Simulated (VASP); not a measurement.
Here is a VASP 6.6.1 calculation.

INCAR

```
SYSTEM = CrO2
PREC     = Accurate       ! precision mode
ENCUT    = 520            ! plane-wave cutoff, eV
EDIFF    = 1E-6           ! SCF threshold, eV
ISMEAR   = 0              ! smearing method
SIGMA    = 0.1            ! smearing width, eV
LREAL    = .False.        ! projectors in reciprocal space
LASPH    = .True.         ! aspherical terms in the spheres
NELM     = 100            ! most SCF steps
ALGO     = Normal         ! electronic algorithm
ISIF     = 2              ! what is computed and relaxed
LWAVE    = .False.        ! write WAVECAR
LCHARG   = .False.        ! write CHGCAR
GGA      = PS             ! functional
NBANDS   = 19             ! bands
```

Contents of KPOINTS:

```
regular mesh
0
Gamma
  12 12 12
  0 0 0
```

The input POSCAR:

```
CrO2
1.0
    1.2937806441      0.7469646032      5.3068861760
   -1.2937806441      0.7469646032      5.3068861760
    0.0000000000     -1.4939292064      5.3068861760
Cr O
1 2
Direct
    0.0006784620      0.0006784620      0.0006784620
    0.4061473754      0.4061473754      0.4061473754
    0.2618741626      0.2618741626      0.2618741626
```

Potentials or basis: VASP PAW PBE potentials, release 64 (Cr_pv, O).

Launch:

```sh
$ cat potpaw_PBE.64/Cr_pv/POTCAR potpaw_PBE.64/O/POTCAR > POTCAR
$ mpirun -np 1 vasp_std > vasp.out
```

(1) Predict the largest force.

(2) What does it give for the pressure?

(3) What does it give for the band gap on the k mesh?

Results:

(1) 0.125 eV/Å.

(2) 1.3 GPa.

(3) 0.26 eV (least direct gap 1.53 eV).

Caveat: an empty level that is flat over the whole mesh can mark a ghost state of the potentials, or a narrow d or f band; the PAW data sets were made with another functional, which shifts forces and pressure a little.
